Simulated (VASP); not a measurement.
# ZnO (P6_3mc) in VASP: notebook, part 2 of 2

VASP 6.6.1. Earlier steps stand in the parts before.

### 3 Single point, LDA

This run uses another cell than the first one, of 10.89 Å³/atom.

The input, INCAR:

```
SYSTEM = ZnO
ALGO = Normal
EDIFF = 1E-6
ENCUT = 1340
GGA_COMPAT = .False.
ISIF = 2
ISMEAR = 0
LASPH = .True.
LCHARG = .False.
LREAL = .False.
LWAVE = .False.
NBANDS = 26
NELM = 120
PREC = Accurate
SIGMA = 0.01
```

The input, KPOINTS:

```
k-points
0
Gamma
  8 8 4
  0 0 0
```

The input, POSCAR:

```
ZnO
1.0
    3.1446186832      0.0000000000      0.0000000000
   -1.5723093416      2.7233196648      0.0000000000
    0.0000000000      0.0000000000      5.0859405443
Zn O
2 2
Direct
    0.3333333333      0.6666666667      0.5003939598
    0.6666666667      0.3333333333      0.0003939598
    0.6666666667      0.3333333333      0.3786160402
    0.3333333333      0.6666666667      0.8786160402
```

Potentials or basis: VASP PAW LDA potentials, release 64 (Zn, O_h).

Started as:

```sh
$ cat potpaw_LDA.64/Zn/POTCAR potpaw_LDA.64/O_h/POTCAR > POTCAR
$ mpirun -np 1 vasp_std > vasp.out
```

OUTCAR:

```text
SYSTEM = ZnO
   EDIFF = 1E-6
   ENCUT = 1340
   ISIF = 2
   ISMEAR = 0
   LASPH = .True.
   LREAL = .False.
   NELM = 120
   PREC = Accurate

 ion  position               nearest neighbor table
   1  0.333  0.667  0.500-   3 1.92   3 1.92   3 1.92   4 1.92
   2  0.667  0.333  0.000-   4 1.92   4 1.92   4 1.92   3 1.92
   3  0.667  0.333  0.379-   1 1.92   1 1.92   1 1.92   2 1.92
   4  0.333  0.667  0.879-   2 1.92   2 1.92   2 1.92   1 1.92

  LATTYP: Found a hexagonal cell.
 ALAT       =     3.1446186832
 C/A-ratio  =     1.6173473024

  Lattice vectors:

 A1 = (   3.1446186832,   0.0000000000,   0.0000000000)
 A2 = (  -1.5723093416,   2.7233196648,   0.0000000000)
 A3 = (   0.0000000000,   0.0000000000,   5.0859405443)

Analysis of symmetry for initial positions (statically):
=====================================================================
 Subroutine PRICEL returns:
 Original cell was already a primitive cell.

 Routine SETGRP: Setting up the symmetry group for a
 hexagonal supercell.

 Subroutine GETGRP returns: Found 12 space group operations
 (whereof  6 operations were pure point group operations)
 out of a pool of 24 trial point group operations.

The static configuration has the point symmetry C_3v.
 The point group associated with its full space group is C_6v.

Analysis of symmetry for dynamics (positions and initial velocities):
=====================================================================
 Subroutine PRICEL returns:
 Original cell was already a primitive cell.

 Routine SETGRP: Setting up the symmetry group for a
 hexagonal supercell.

 Subroutine GETGRP returns: Found 12 space group operations
 (whereof  6 operations were pure point group operations)
 out of a pool of 24 trial point group operations.

The dynamic configuration has the point symmetry C_3v.
 The point group associated with its full space group is C_6v.

 Subroutine INISYM returns: Found 12 space group operations
 (whereof  6 operations are pure point group operations),
 and found     1 'primitive' translations
[... 119 lines left out ...]
     AMIX_MAG =   1.60;   BMIX_MAG =  1.00
  volume/ion in A,a.u.               =      10.89        73.48
  Fermi-wavevector in a.u.,A,eV,Ry     =   1.536372  2.903322 32.115719  2.360439
  Thomas-Fermi vector in A             =   2.643030
   LORBIT       =      0    0 simple, 1 ext, 2 COOP (PROOUT), +10 PAW based schemes
   GGA     = CA    functional components
   LHFCALC =     F    Hartree Fock is set to
   AEXX    =    0.0000 exact exchange contribution
   IVDW    =     0    specifies the selected vdW correction
   LEPSILON=     F    determine dielectric tensor
   LRPA    =     F    only Hartree local field effects (RPA)
 non-spin polarized calculation
 Gauss-broadening in eV      SIGMA  =   0.01
  energy-cutoff  :     1340.00
  volume of cell :       43.55
 maximum number of plane-waves:      4914
 NGX is ok and might be reduce to    40
   NGX = 19   NGY = 19   NGZ = 31

 number of electron      36.0000001 magnetization

 Free energy of the ion-electron system (eV)
  ---------------------------------------------------
  ext. energy  EPLUGINS =         0.00000000
  ---------------------------------------------------
  free energy    TOTEN  =       -21.12002041 eV

  energy without entropy =      -21.12002041  energy(sigma->0) =      -21.12002041

 E-fermi :   2.2124     XC(G=0): -11.9466

 val. band max:        2.1088517816   @ k =   0.0000   0.0000   0.0000
 cond. band min:       2.9837138037   @ k =   0.0000   0.0000   0.0000
 fundamental gap:      0.8748620221
 Fermi energy:         2.2124391772

 k-point     1 :       0.0000    0.0000    0.0000
  band No.  band energies     occupation
      1     -16.4738      2.00000
      2     -15.5620      2.00000
      3      -4.3589      2.00000
      4      -4.1534      2.00000
      5      -4.1534      2.00000
      6      -4.1142      2.00000
[... 685 lines left out ...]
     25      16.1647      0.00000
     26      16.1647      0.00000

 [... further k-points ...]

------------------------ aborting loop because EDIFF is reached ----------------------------------------

  FORCE on cell =-STRESS in cart. coord.  units (eV):
  Direction    XX          YY          ZZ          XY          YZ          ZX
  --------------------------------------------------------------------------------------
  -------------------------------------------------------------------------------------
  Total        2.2808781      2.2808781      2.2743166      0.0000000     -0.0000000      0.0000000
  in kB       83.9024725     83.9024725     83.6611063      0.0000000     -0.0000000      0.0000000
  external PRESSURE =      83.8220171 kB  Pullay stress =       0.0000000 kB

 VOLUME and BASIS-vectors are now :
 -----------------------------------------------------------------------------
  energy-cutoff  :     1340.00
  volume of cell :       43.55
      direct lattice vectors                 reciprocal lattice vectors
     3.144618683  0.000000000  0.000000000     0.318003580  0.183599453  0.000000000
    -1.572309342  2.723319665  0.000000000     0.000000000  0.367198905  0.000000000
     0.000000000  0.000000000  5.085940544     0.000000000  0.000000000  0.196620466

 POSITION                                       TOTAL-FORCE (eV/Angst)
 -----------------------------------------------------------------------------------
     -0.00000      1.81555      2.54497        -0.000000     -0.000000      0.001139
      1.57231      0.90777      0.00200        -0.000000      0.000000      0.001139
      1.57231      0.90777      1.92562        -0.000000     -0.000000     -0.001139
     -0.00000      1.81555      4.46859         0.000000      0.000000     -0.001139
 -----------------------------------------------------------------------------------
    total drift:                                0.000000     -0.000000     -0.000342

  FREE ENERGIE OF THE ION-ELECTRON SYSTEM (eV)
  ---------------------------------------------------
  free  energy   TOTEN  =       -21.1200204056 eV

  energy  without entropy=      -21.1200204056  energy(sigma->0) =      -21.12002041
```

OSZICAR:

```text
N       E                     dE             d eps       ncg     rms          rms(c)
DAV:   1     0.443372217931E+03    0.44337E+03   -0.31677E+04  1608   0.391E+03
DAV:   2     0.526916772149E+02   -0.39068E+03   -0.36703E+03  1592   0.677E+02
DAV:   3    -0.200686534229E+02   -0.72760E+02   -0.69856E+02  1850   0.220E+02
DAV:   4    -0.241638202608E+02   -0.40952E+01   -0.40574E+01  1718   0.567E+01
DAV:   5    -0.242045948882E+02   -0.40775E-01   -0.40742E-01  1810   0.571E+00    0.169E+01
DAV:   6    -0.210076912851E+02    0.31969E+01   -0.54754E+00  2526   0.592E+01    0.108E+01
DAV:   7    -0.211909498751E+02   -0.18326E+00   -0.28049E+00  1718   0.164E+01    0.629E+00
DAV:   8    -0.211683169739E+02    0.22633E-01   -0.57050E-01  2106   0.708E+00    0.184E+00
DAV:   9    -0.211178297285E+02    0.50487E-01   -0.92216E-02  2284   0.611E+00    0.428E-01
DAV:  10    -0.211200414836E+02   -0.22118E-02   -0.44521E-02  1580   0.168E+00    0.818E-02
DAV:  11    -0.211200398976E+02    0.15860E-05   -0.74836E-04  1994   0.474E-01    0.393E-02
DAV:  12    -0.211200218820E+02    0.18016E-04   -0.17529E-04  1860   0.372E-01    0.101E-02
DAV:  13    -0.211200209863E+02    0.89570E-06   -0.12175E-05  2278   0.966E-02    0.823E-03
DAV:  14    -0.211200204056E+02    0.58066E-06   -0.34869E-06  1230   0.250E-02
   1 F= -.21120020E+02 E0= -.21120020E+02  d E =-.110345E-50
```

stdout:

```text
POSCAR found type information on POSCAR ZnO
 POSCAR found :  2 types and       4 ions
 scaLAPACK will be used
 LDA part: xc-table for (Slater(with rela. corr.)+CA(PZ))
 , standard interpolation
 POSCAR, INCAR and KPOINTS ok, starting setup
 FFT: planning ... GRIDC
 FFT: planning ... GRID_SOFT
 FFT: planning ... GRID
 WAVECAR not read
 entering main loop
```

Run time: 58 s. Hardware: 1 thread of Intel Xeon 6975P-C (Granite Rapids), shared host; peak memory 0.32 GiB.

Results:

| Quantity | Value |
| --- | --- |
| Free energy | -21.1200 eV |
| Pressure | 8.4 GPa |
| Band gap on the k mesh | 0.87 eV |

Levels at points of the mesh, in eV from the valence-band top:
| k point | band 14 | band 15 | band 16 | band 17 | band 18 | band 19 | band 20 | band 21 | band 22 | band 23 |
| --- | --- | --- | --- | --- | --- | --- | --- | --- | --- | --- |
| (0.00, 0.00, 0.00) | -0.91 | -0.91 | -0.12 | 0.00 | 0.00 | 0.87 | 5.45 | 8.33 | 13.18 | 13.18 |
| (0.50, 0.00, 0.00) | -3.90 | -3.15 | -2.59 | -1.47 | -0.96 | 6.07 | 6.82 | 7.49 | 8.99 | 10.88 |
| (0.00, 0.00, 0.50) | -2.36 | -0.45 | -0.45 | -0.45 | -0.45 | 3.59 | 3.59 | 10.21 | 10.21 | 13.48 |
| (0.50, 0.00, 0.50) | -4.02 | -1.72 | -1.72 | -1.58 | -1.58 | 5.70 | 5.70 | 8.81 | 8.81 | 11.48 |

Caveat: the cell stands under pressure.

### 4 Single point, LDA

This run uses another cell than the first one, of 10.73 Å³/atom.

The input, INCAR:

```
ALGO = Normal ; EDIFF = 1E-6
ENCUT = 1340 ; GGA_COMPAT = False
ISIF = 2 ; ISMEAR = 0
LASPH = True ; LCHARG = False
LREAL = False ; LWAVE = False
NBANDS = 26 ; NELM = 120
PREC = Accurate ; SIGMA = 0.01
```

The input, KPOINTS:

```
k-points
0
Gamma
  8 8 4
```

The input, POSCAR:

```
ZnO
1.0
    3.1286941909      0.0000000000      0.0000000000
   -1.5643470955      2.7095286500      0.0000000000
    0.0000000000      0.0000000000      5.0606512966
Zn O
2 2
Direct
    0.3333333333      0.6666666667      0.5004241137
    0.6666666667      0.3333333333      0.0004241137
    0.6666666667      0.3333333333      0.3785858863
    0.3333333333      0.6666666667      0.8785858863
```

Started as:

```sh
$ cat potpaw_LDA.64/Zn/POTCAR potpaw_LDA.64/O_h/POTCAR > POTCAR
$ mpirun -np 1 vasp_std > vasp.out
```

Run time: 70 s. Hardware: 1 thread of Intel Xeon 6975P-C (Granite Rapids), shared host; peak memory 0.3 GiB.

It converged, with:

| Property | Result |
| --- | --- |
| Free energy | -21.0784 eV |
| Pressure | 11.5 GPa |
| Band gap on the k mesh | 0.90 eV |

Levels at points of the mesh, in eV from the valence-band top:
```tsv
k point	band 16	band 17	band 18	band 19	band 20	band 21
(0.00, 0.00, 0.00)	-0.12	0.00	0.00	0.90	5.51	8.38
(0.50, 0.00, 0.00)	-2.64	-1.50	-0.98	6.13	6.84	7.50
(0.00, 0.00, 0.50)	-0.46	-0.46	-0.46	3.63	3.63	10.27
(0.50, 0.00, 0.50)	-1.75	-1.61	-1.61	5.72	5.72	8.90
```

Caveat: the cell stands under pressure.

### 5 Single point, LDA

This run uses another cell than the first one, of 11.33 Å³/atom.

The input, INCAR:

```
PREC     = Accurate       # precision mode
ENCUT    = 1340           # plane-wave cutoff, eV
EDIFF    = 1E-6           # SCF threshold, eV
ISMEAR   = -1             # smearing method
SIGMA    = 0.08           # smearing width, eV
LREAL    = F              # projectors in reciprocal space
LASPH    = T              # aspherical terms in the spheres
NELM     = 120            # most SCF steps
ALGO     = Normal         # electronic algorithm
ISIF     = 2              # what is computed and relaxed
LWAVE    = F              # write WAVECAR
LCHARG   = F              # write CHGCAR
GGA      = CA             # functional
NBANDS   = 26             # bands
GGA_COMPAT= F
```

The input, KPOINTS:

```
Automatic mesh
0
Gamma
  12 12 6
```

The input, POSCAR:

```
ZnO
1.0
    3.1871458518      0.0000000000      0.0000000000
   -1.5935729259      2.7601492732      0.0000000000
    0.0000000000      0.0000000000      5.1524051692
Zn O
2 2
Direct
    0.3333333333      0.6666666667      0.5002826654
    0.6666666667      0.3333333333      0.0002826654
    0.6666666667      0.3333333333      0.3787273346
    0.3333333333      0.6666666667      0.8787273346
```

Started as:

```sh
$ cat potpaw_LDA.64/Zn/POTCAR potpaw_LDA.64/O_h/POTCAR > POTCAR
$ mpirun -np 1 vasp_std > vasp.out
```

Wall time 4.6 min (1 thread of Intel Xeon Platinum 8375C at 2.90GHz (Ice Lake), shared host); peak memory 0.46 GiB.

Results (log left out):

| Quantity | Value |
| --- | --- |
| Free energy | -21.1746 eV |
| Pressure | 1.1 GPa |
| Band gap on the k mesh | 0.81 eV |

Levels at points of the mesh, in eV from the valence-band top:
```
           k point  band 16  band 17  band 18  band 19  band 20  band 21
(0.00, 0.00, 0.00)    -0.11     0.00     0.00     0.81     5.30     8.20
(0.50, 0.00, 0.00)    -2.45    -1.40    -0.91     5.89     6.78     7.45
(0.00, 0.00, 0.50)    -0.43    -0.43    -0.43     3.50     3.50    10.06
(0.50, 0.00, 0.50)    -1.63    -1.50    -1.50     5.64     5.64     8.58
```

### 6 Summary

| cell | k mesh | smearing | gap on the mesh (eV) | pressure (GPa) |
| --- | --- | --- | --- | --- |
| a = 3.174, b = 3.174, c = 5.131 Å, angles 90.0, 90.0, 120.0°, 4 atoms, atomic positions A | 8 × 8 × 4 | gaussian 0.01 eV | 0.83 | 3.2 |
| a = 3.145, b = 3.145, c = 5.086 Å, angles 90.0, 90.0, 120.0°, 4 atoms, atomic positions B | 8 × 8 × 4 | gaussian 0.01 eV | 0.87 | 8.4 |
| a = 3.129, b = 3.129, c = 5.061 Å, angles 90.0, 90.0, 120.0°, 4 atoms, atomic positions B | 8 × 8 × 4 | gaussian 0.01 eV | 0.90 | 11.5 |
| a = 3.187, b = 3.187, c = 5.152 Å, angles 90.0, 90.0, 120.0°, 4 atoms, atomic positions A | 12 × 12 × 6 | fermi-dirac 0.08 eV | 0.81 | 1.1 |

Alike in all rows: task single point; level LDA; potentials or basis VASP PAW LDA potentials, release 64 (Zn, O_h); no spin polarisation; cutoff (eV) 1340.

Caveats: the cell stands under pressure (at least some runs).

Absolute energies hang on the potentials; compare differences alone.
